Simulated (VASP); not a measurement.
Set up this calculation in VASP 6.6.1, as the native input.

```yaml
Task: single point
Functional: PBE
Potentials_or_basis: VASP PAW PBE potentials, release 64 (Sb, S, Au)
Cutoff: 520 eV
k_mesh: 4 × 4 × 4
Occupations: gaussian, width 0.1 eV
Spin: collinear spin, ferromagnetic start
Starting_moments: "[0.0, 0.0, 0.0, 0.0, 1.0, 1.0, 1.0] μB"
Dipole_correction: no
Further_INCAR_settings: ALGO = Normal; EDIFF = 1e-07; NBANDS = 41
```

The structure of SbAu3S3 lies in POSCAR:

```
SbAu3S3
1.0
    5.5803199455      0.0000000000      0.0000000000
    0.0000000000      5.4254110740      0.0000000000
   -1.7119359526      0.0000000000      5.3125915286
Sb S Au
1 3 3
Direct
    0.8197741423      0.5000000000      0.0842250763
    0.3840351263      0.0000000000      0.1266546171
    0.9745294751      0.0000000000      0.5554542406
    0.7654965932      0.0000000000      0.1826433219
    0.4675740991      0.5000000000      0.6267807960
    0.3241215203      0.5000000000      0.1120345553
    0.9655785735      0.5000000000      0.6110978629
```

The input as run:

INCAR

```
SYSTEM = SbAu3S3
ALGO = Normal ; EDIFF = 1E-7
ENCUT = 520 ; GGA = PE
ISIF = 2 ; ISMEAR = 0
ISPIN = 2 ; LASPH = .True.
LCHARG = .False. ; LMAXMIX = 4
LORBIT = 11 ; LREAL = .False.
LUSENCCL = .False. ; LWAVE = .False.
MAGMOM = 0 0 0 0 1 1 1 ; NBANDS = 41
NELM = 150 ; PREC = Accurate
SIGMA = 0.1
```

KPOINTS

```
k-points
0
Gamma
  4 4 4
  0 0 0
```

Potentials or basis: VASP PAW PBE potentials, release 64 (Sb, S, Au).

Run with:

```sh
$ cat potpaw_PBE.64/Sb/POTCAR potpaw_PBE.64/S/POTCAR potpaw_PBE.64/Au/POTCAR > POTCAR
$ mpirun -np 1 vasp_std > vasp.out
```

Results of the run:

- Pressure: -0.2 GPa
- Largest force: 0.151 eV/Å
- Band gap on the k mesh: zero (filled and empty bands overlap)
- Net moment: 0.00 μB per cell
- Valence electrons inside the program's atomic spheres: Sb 2.33; S 3.62, 3.61, 3.59; Au 9.63, 9.61

Caveat: spin-orbit coupling is left out, which moves the levels of the heavy elements.

It took 3.1 min on 1 × NVIDIA H100 80GB with 1 thread of AMD EPYC 7R13 Processor (Zen 3), on a shared host, peak memory 1.5 GiB.
